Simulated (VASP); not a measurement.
# Cs2AgBiBr6 (Fm-3m) in VASP: a series of runs

Cs2AgBiBr6 is run at these levels: PBE+D3(BJ); tasks: single point, relaxation of cell and atoms.

All numbers are computed with VASP 6.6.1; they aren't measurements. Logs are shortened: lines on timing, memory, paths and dates and some standing lists are left out, and cuts for length are marked.

### Step 1. The cell of the first run

It takes space group Fm-3m (No. 225, cubic). The conventional cell has a = 11.305 Å, b = 11.305 Å, c = 11.305 Å, α = 90.00°, β = 90.00°, γ = 90.00°. Within 5.2 Å of Cs (site symmetry -43m) lie 12 Br at 4.00 Å and 4 Ag at 4.90 Å and 4 Bi at 4.90 Å. Within 3.7 Å of Ag (site symmetry m-3m) lie 6 Br at 2.79 Å. Within 3.8 Å of Bi (site symmetry m-3m) lie 6 Br at 2.86 Å. Br (site symmetry 4mm) has 1 Ag at 2.79 Å and 1 Bi at 2.86 Å within 3.7 Å.

### Step 2. Single point, PBE+D3(BJ)

File INCAR:

```
PREC     = Accurate       # precision mode
ENCUT    = 520            # plane-wave cutoff, eV
EDIFF    = 1E-6           # SCF threshold, eV
ISMEAR   = 0              # smearing method
SIGMA    = 0.02           # smearing width, eV
LREAL    = F              # projectors in reciprocal space
LASPH    = T              # aspherical terms in the spheres
NELM     = 100            # most SCF steps
ALGO     = Normal         # electronic algorithm
ISIF     = 2              # what is computed and relaxed
LWAVE    = F              # write WAVECAR
LCHARG   = T              # write CHGCAR
GGA      = PE             # functional
IVDW     = 12             # dispersion correction
LELF     = T              # ELF
LVHAR    = T            
NBANDS   = 54             # bands
```

File KPOINTS:

```
Automatic mesh
0
Gamma
  4 4 4
```

File POSCAR:

```
Cs2AgBiBr6
1.0
    0.0000000000      5.6524786519      5.6524786519
    5.6524786519      0.0000000000      5.6524786519
    5.6524786519      5.6524786519      0.0000000000
Cs Ag Bi Br
2 1 1 6
Direct
    0.2500000000      0.2500000000      0.2500000000
    0.7500000000      0.7500000000      0.7500000000
    0.5000000000      0.5000000000      0.5000000000
    0.0000000000      0.0000000000      0.0000000000
    0.2527663338      0.7472336662      0.2527663338
    0.2527663338      0.7472336662      0.7472336662
    0.7472336662      0.2527663338      0.7472336662
    0.7472336662      0.2527663338      0.2527663338
    0.2527663338      0.2527663338      0.7472336662
    0.7472336662      0.7472336662      0.2527663338
```

Potentials or basis: VASP PAW PBE potentials, release 64 (Cs_sv, Ag, Bi_d, Br).

Command:

```console
cat potpaw_PBE.64/Cs_sv/POTCAR potpaw_PBE.64/Ag/POTCAR potpaw_PBE.64/Bi_d/POTCAR potpaw_PBE.64/Br/POTCAR > POTCAR
mpirun -np 1 vasp_std > vasp.out
```

OUTCAR:

```text
PREC = Accurate
   ENCUT = 520
   EDIFF = 1E-6
   ISMEAR = 0
   LREAL = F
   LASPH = T
   NELM = 100
   ISIF = 2
   GGA = PE
   IVDW = 12
 IVDW          = 12

 ion  position               nearest neighbor table
   1  0.250  0.250  0.250-
   2  0.750  0.750  0.750-
   3  0.500  0.500  0.500-   5 2.79   6 2.79   7 2.79   8 2.79   9 2.79  10 2.79
   4  0.000  0.000  0.000-   5 2.86   6 2.86   7 2.86   8 2.86   9 2.86  10 2.86
   5  0.253  0.747  0.253-   3 2.79   4 2.86
   6  0.253  0.747  0.747-   3 2.79   4 2.86
   7  0.747  0.253  0.747-   3 2.79   4 2.86
   8  0.747  0.253  0.253-   3 2.79   4 2.86
   9  0.253  0.253  0.747-   3 2.79   4 2.86
  10  0.747  0.747  0.253-   3 2.79   4 2.86

  LATTYP: Found a face centered cubic cell.
 ALAT       =    11.3049573038

  Lattice vectors:

 A1 = (   0.0000000000,   5.6524786519,   5.6524786519)
 A2 = (   5.6524786519,   0.0000000000,   5.6524786519)
 A3 = (   5.6524786519,   5.6524786519,   0.0000000000)

Analysis of symmetry for initial positions (statically):
=====================================================================
 Subroutine PRICEL returns:
 Original cell was already a primitive cell.

 Routine SETGRP: Setting up the symmetry group for a
 face centered cubic supercell.

 Subroutine GETGRP returns: Found 48 space group operations
 (whereof 48 operations were pure point group operations)
 out of a pool of 48 trial point group operations.

The static configuration has the point symmetry O_h .

Analysis of symmetry for dynamics (positions and initial velocities):
=====================================================================
 Subroutine PRICEL returns:
 Original cell was already a primitive cell.

 Routine SETGRP: Setting up the symmetry group for a
 face centered cubic supercell.

 Subroutine GETGRP returns: Found 48 space group operations
 (whereof 48 operations were pure point group operations)
 out of a pool of 48 trial point group operations.

The dynamic configuration has the point symmetry O_h .

 Subroutine INISYM returns: Found 48 space group operations
 (whereof 48 operations are pure point group operations),
 and found     1 'primitive' translations

----------------------------------------------------------------------------------------

                                     Primitive cell

  volume of cell :     361.1992

  direct lattice vectors                    reciprocal lattice vectors
     0.000000000  5.652478652  5.652478652    -0.088456769  0.088456769  0.088456769
     5.652478652  0.000000000  5.652478652     0.088456769 -0.088456769  0.088456769
     5.652478652  5.652478652  0.000000000     0.088456769  0.088456769 -0.088456769

  length of vectors
     7.993811971  7.993811971  7.993811971     0.153211619  0.153211619  0.153211619

  position of ions in fractional coordinates (direct lattice)
     0.250000000  0.250000000  0.250000000
     0.750000000  0.750000000  0.750000000
     0.500000000  0.500000000  0.500000000
     0.000000000  0.000000000  0.000000000
     0.252766334  0.747233666  0.252766334
     0.252766334  0.747233666  0.747233666
     0.747233666  0.252766334  0.747233666
     0.747233666  0.252766334  0.252766334
     0.252766334  0.252766334  0.747233666
     0.747233666  0.747233666  0.252766334

  ion indices of the primitive-cell ions
   primitive index   ion index
                 1           1
                 2           2
                 3           3
                 4           4
                 5           5
                 6           6
                 7           7
                 8           8
                 9           9
                10          10

----------------------------------------------------------------------------------------

 KPOINTS: Automatic mesh

Automatic generation of k-mesh.
 Grid dimensions read from file:
 generate k-points for:    4    4    4

 Generating k-lattice:

  Cartesian coordinates                     Fractional coordinates (reciprocal lattice)
    -0.022114192  0.022114192  0.022114192     0.250000000  0.000000000  0.000000000
     0.022114192 -0.022114192  0.022114192     0.000000000  0.250000000  0.000000000
     0.022114192  0.022114192 -0.022114192     0.000000000  0.000000000  0.250000000

  Length of vectors
     0.038302905  0.038302905  0.038302905

  Shift w.r.t. Gamma in fractional coordinates (k-lattice)
     0.000000000  0.000000000  0.000000000

 Subroutine IBZKPT returns following result:
 ===========================================

 Found      8 irreducible k-points:

 Following reciprocal coordinates:
            Coordinates               Weight
  0.000000  0.000000  0.000000      1.000000
  0.250000  0.000000  0.000000      8.000000
  0.500000  0.000000  0.000000      4.000000
  0.250000  0.250000  0.000000      6.000000
  0.500000  0.250000  0.000000     24.000000
 -0.250000  0.250000  0.000000     12.000000
  0.500000  0.500000  0.000000      3.000000
 -0.250000  0.500000  0.250000      6.000000
   k-points           NKPTS =      8   k-points in BZ     NKDIM =      8   number of bands    NBANDS=     54
   number of dos      NEDOS =    301   number of ions     NIONS =     10
   total plane-waves  NPLWV = 216000
   dimension x,y,z NGX =    60 NGY =   60 NGZ =   60
   dimension x,y,z NGXF=   120 NGYF=  120 NGZF=  120
   ions per type =               2   1   1   6
   NGX,Y,Z   is equivalent  to a cutoff of  12.48, 12.48, 12.48 a.u.
   NGXF,Y,Z  is equivalent  to a cutoff of  24.96, 24.96, 24.96 a.u.
 SYSTEM =  unknown system
   PREC   = accura    normal or accurate (medium, high low for compatibility)
   ISTART =      0    job   : 0-new  1-cont  2-samecut
   ICHARG =      2    charge: 1-file 2-atom 10-const
   ISPIN  =      1    spin polarized calculation?
   LNONCOLLINEAR =      F non collinear calculations
   LSORBIT =      F    spin-orbit coupling
   LASPH  =      T    aspherical Exc in radial PAW
   ENCUT  =  520.0 eV  38.22 Ry    6.18 a.u.  14.86 14.86 14.86*2*pi/ulx,y,z
   NELM   =    100;   NELMIN=  2; NELMDL= -5     # of ELM steps
   EDIFF  = 0.1E-05   stopping-criterion for ELM
   LREAL  =      F    real-space projection
   EDIFFG = 0.1E-04   stopping-criterion for IOM
   NSW    =      0    number of steps for IOM
   IBRION =     -1    ionic relax: 0-MD 1-quasi-New 2-CG
   NFREE  =      0    steps in history (QN), initial steepest desc. (CG)
   ISIF   =      2    stress and relaxation
   ISYM   =      2    0-nonsym 1-usesym 2-fastsym
   POTIM  = 0.5000    time-step for ionic-motion
   TEBEG  =    0.0;   TEEND  =   0.0 temperature during run
   PSTRESS=    0.0 pullay stress
   NELECT =      86.0000    total number of electrons
   NUPDOWN=      -1.0000    fix difference up-down
   EMIN   =  10.00;   EMAX   =-10.00  energy-range for DOS
   EFERMI =   0.00;   METHOD = LEGACY
   ISMEAR =     0;   SIGMA  =   0.02  broadening in eV -4-tet -1-fermi 0-gaus
   EFERMI_NEDOS =   21; number of points for ismear=-14 and -15
   IALGO  =     38    algorithm
   IMIX   =      4    mixing-type and parameters
     AMIX     =   0.40;   BMIX     =  1.00
     AMIX_MAG =   1.60;   BMIX_MAG =  1.00
  volume/ion in A,a.u.               =      36.12       243.75
  Fermi-wavevector in a.u.,A,eV,Ry     =   1.014671  1.917451 14.007985  1.029558
  Thomas-Fermi vector in A             =   2.147913
   LORBIT       =      0    0 simple, 1 ext, 2 COOP (PROOUT), +10 PAW based schemes
   GGA     = PE    functional components
   LHFCALC =     F    Hartree Fock is set to
   AEXX    =    0.0000 exact exchange contribution
   IVDW    =    12    specifies the selected vdW correction
   LEPSILON=     F    determine dielectric tensor
   LRPA    =     F    only Hartree local field effects (RPA)
 non-spin polarized calculation
 Gauss-broadening in eV      SIGMA  =   0.02
  energy-cutoff  :      520.00
  volume of cell :      361.20
 maximum number of plane-waves:      9756
   NGX = 29   NGY = 29   NGZ = 29

 number of electron      85.9999993 magnetization

 Free energy of the ion-electron system (eV)
  ---------------------------------------------------
  ext. energy  EPLUGINS =         0.00000000
  ---------------------------------------------------
  free energy    TOTEN  =       -29.56198467 eV

  energy without entropy =      -29.56198467  energy(sigma->0) =      -29.56198467

 E-fermi :   1.3417     XC(G=0):  -8.0828

 val. band max:        1.2349258350   @ k =   0.5000   0.5000   0.0000
 cond. band min:       2.4860628008   @ k =   0.5000   0.0000   0.0000
 fundamental gap:      1.2511369658
 Fermi energy:         1.3417340073

 k-point     1 :       0.0000    0.0000    0.0000
  band No.  band energies     occupation
      1     -21.8790      2.00000
      2     -21.8790      2.00000
      3     -21.8492      2.00000
      4     -21.8492      2.00000
      5     -21.8492      2.00000
      6     -19.5079      2.00000
[... 46 lines left out ...]
     53       6.6969      0.00000
     54       6.6969      0.00000

 k-point     2 :       0.2500    0.0000    0.0000
  band No.  band energies     occupation
      1     -21.8790      2.00000
      2     -21.8790      2.00000
      3     -21.8492      2.00000
      4     -21.8492      2.00000
      5     -21.8492      2.00000
      6     -19.5069      2.00000
[... 46 lines left out ...]
     53       6.9763      0.00000
     54       7.0283      0.00000
[... 283 lines left out ...]
     53       7.5602      0.00000
     54       7.9071      0.00000

 k-point     8 :      -0.2500    0.5000    0.2500
  band No.  band energies     occupation
      1     -21.8790      2.00000
      2     -21.8790      2.00000
      3     -21.8492      2.00000
      4     -21.8492      2.00000
      5     -21.8492      2.00000
      6     -19.5046      2.00000
[... 46 lines left out ...]
     53       7.3109      0.00000
     54       7.6610      0.00000

------------------------ aborting loop because EDIFF is reached ----------------------------------------

 Edisp (eV)   -2.47202

 E8    (eV) :    -1.1523

  FORCE on cell =-STRESS in cart. coord.  units (eV):
  Direction    XX          YY          ZZ          XY          YZ          ZX
  --------------------------------------------------------------------------------------
  -------------------------------------------------------------------------------------
  Total      -0.00221    -0.00221    -0.00221     0.00000    -0.00000     0.00000
  in kB      -0.00979    -0.00979    -0.00979     0.00000    -0.00000     0.00000
  external pressure =       -0.01 kB  Pullay stress =        0.00 kB

 VOLUME and BASIS-vectors are now :
 -----------------------------------------------------------------------------
  energy-cutoff  :      520.00
  volume of cell :      361.20
      direct lattice vectors                 reciprocal lattice vectors
     0.000000000  5.652478652  5.652478652    -0.088456769  0.088456769  0.088456769
     5.652478652  0.000000000  5.652478652     0.088456769 -0.088456769  0.088456769
     5.652478652  5.652478652  0.000000000     0.088456769  0.088456769 -0.088456769

 POSITION                                       TOTAL-FORCE (eV/Angst)
 -----------------------------------------------------------------------------------
      2.82624      2.82624      2.82624        -0.000000     -0.000000     -0.000000
      8.47872      8.47872      8.47872        -0.000000     -0.000000      0.000000
      5.65248      5.65248      5.65248        -0.000000     -0.000000      0.000000
      0.00000      0.00000      0.00000        -0.000000     -0.000000      0.000000
      5.65248      2.85751      5.65248        -0.000000      0.003097      0.000000
      8.44744      5.65248      5.65248        -0.003097     -0.000000      0.000000
      5.65248      8.44744      5.65248        -0.000000     -0.003097      0.000000
      2.85751      5.65248      5.65248         0.003097     -0.000000      0.000000
      5.65248      5.65248      2.85751        -0.000000     -0.000000      0.003097
      5.65248      5.65248      8.44744        -0.000000     -0.000000     -0.003097
 -----------------------------------------------------------------------------------
    total drift:                                0.000000      0.000000     -0.000000

  FREE ENERGIE OF THE ION-ELECTRON SYSTEM (eV)
  ---------------------------------------------------
  free  energy   TOTEN  =       -32.0340075885 eV

  energy  without entropy=      -32.0340075885  energy(sigma->0) =      -32.03400759
```

Wall time 3.2 min (1 thread of AMD EPYC 9R45 (Zen 5), shared host); peak memory 0.54 GiB.

What came out:

```yaml
Free_energy: -32.0340 eV
Pressure: 0.0 GPa
Largest_force: 0.003 eV/Å
Band_gap_on_the_k_mesh: 1.25 eV, indirect (least direct gap 2.41 eV)
Dispersion_energy_per_atom: -0.247 eV
```

Forces on the atoms (eV/Å):
```
Cs   0.000  0.000  0.000
Cs   0.000  0.000  0.000
Ag   0.000  0.000  0.000
Bi   0.000  0.000  0.000
Br   0.000  0.003  0.000
Br  -0.003  0.000  0.000
Br   0.000 -0.003  0.000
Br   0.003  0.000  0.000
Br   0.000  0.000  0.003
Br   0.000  0.000 -0.003
```

Levels at points of the mesh, in eV from the valence-band top:
```tsv
k point	band 41	band 42	band 43	band 44	band 45	band 46
(0.00, 0.00, 0.00)	-1.15	-0.60	-0.60	2.23	2.23	2.23
(0.50, 0.00, 0.00)	-1.41	-1.18	-1.18	1.25	3.56	3.56
(0.50, 0.50, 0.00)	-1.17	-0.61	0.00	2.71	2.71	3.05
```

Caveat: spin-orbit coupling is left out, which moves the levels of the heavy elements.

### Step 3. Relaxation of cell and atoms, PBE+D3(BJ)

This run uses another cell than the first one, of 37.86 Å³/atom, 1.048 times its volume.

File INCAR:

```
ALGO = Normal ; EDIFF = 1E-7
EDIFFG = -0.005 ; ENCUT = 600
GGA = PE ; IBRION = 2
ISIF = 3 ; ISMEAR = 0
IVDW = 12 ; LASPH = T
LCHARG = F ; LREAL = F
LWAVE = F ; NELM = 100
NSW = 70 ; PREC = Accurate
SIGMA = 0.02
```

File KPOINTS:

```
k-points
0
Gamma
  4 4 4
```

File POSCAR:

```
Cs2AgBiBr6
1.0
    0.0000000000      5.7420103772      5.7420103772
    5.7420103772      0.0000000000      5.7420103772
    5.7420103772      5.7420103772      0.0000000000
Cs Ag Bi Br
2 1 1 6
Direct
    0.2500000000      0.2500000000      0.2500000000
    0.7500000000      0.7500000000      0.7500000000
    0.5000000000      0.5000000000      0.5000000000
    0.0000000000      0.0000000000      0.0000000000
    0.2513065111      0.7486934889      0.2513065111
    0.2513065111      0.7486934889      0.7486934889
    0.7486934889      0.2513065111      0.7486934889
    0.7486934889      0.2513065111      0.2513065111
    0.2513065111      0.2513065111      0.7486934889
    0.7486934889      0.7486934889      0.2513065111
```

Potentials or basis: VASP PAW PBE potentials, release 64 (Cs_sv, Ag, Bi_d, Br).

Command:

```console
cat potpaw_PBE.64/Cs_sv/POTCAR potpaw_PBE.64/Ag/POTCAR potpaw_PBE.64/Bi_d/POTCAR potpaw_PBE.64/Br/POTCAR > POTCAR
mpirun -np 1 vasp_std > vasp.out
```

Wall time 14 min (1 thread of AMD EPYC 9R45 (Zen 5), shared host); peak memory 0.82 GiB.

Results (log left out):

| Property | Result |
| --- | --- |
| Free energy | -32.0346 eV |
| Relaxed volume | 36.11 Å³/atom |
| Relaxed cell | a = 7.993 Å, b = 7.993 Å, c = 7.993 Å, α = 60.00°, β = 60.00°, γ = 60.00° |
| Space group after relaxing (to 0.05 Å) | Fm-3m (No. 225) |
| Energy gained by relaxing | 5.8 meV/atom |
| Ionic steps | 5 |
| Pressure after relaxing | 0.0 GPa |
| Band gap on the k mesh | 1.25 eV, indirect (least direct gap 2.41 eV) |
| Dispersion energy per atom | -0.247 eV |

Step by step:
```csv
step,energy change (eV),largest force (eV/Å),pressure (GPa),volume (Å³)
1,0.0000,0.0054,-1.01,378.64
2,-0.0496,0.1082,-0.20,365.74
3,-0.0513,0.1314,0.00,363.01
4,-0.0555,0.0794,0.00,362.25
5,-0.0579,0.0004,0.01,361.09
```

Final structure:
```
Cs Ag Bi Br
1.0
     0.00000    5.65190    5.65190
     5.65190    0.00000    5.65190
     5.65190    5.65190    0.00000
Cs Ag Bi Br
2 1 1 6
Direct
  0.25000 0.25000 0.25000
  0.75000 0.75000 0.75000
  0.50000 0.50000 0.50000
  0.00000 0.00000 0.00000
  0.25281 0.74719 0.25281
  0.25281 0.74719 0.74719
  0.74719 0.25281 0.74719
  0.74719 0.25281 0.25281
  0.25281 0.25281 0.74719
  0.74719 0.74719 0.25281
```

Levels at points of the mesh, in eV from the valence-band top:
```
           k point  band 40  band 41  band 42  band 43  band 44  band 45  band 46  band 47
(0.00, 0.00, 0.00)    -1.16    -1.16    -0.60    -0.60     2.23     2.23     2.23     3.65
(0.50, 0.00, 0.00)    -1.46    -1.41    -1.18    -1.18     1.25     3.56     3.56     4.98
(0.50, 0.50, 0.00)    -1.51    -1.17    -0.61     0.00     2.70     2.70     3.05     4.45
```

Caveat: spin-orbit coupling is left out, which moves the levels of the heavy elements. A k mesh can miss the band edges.
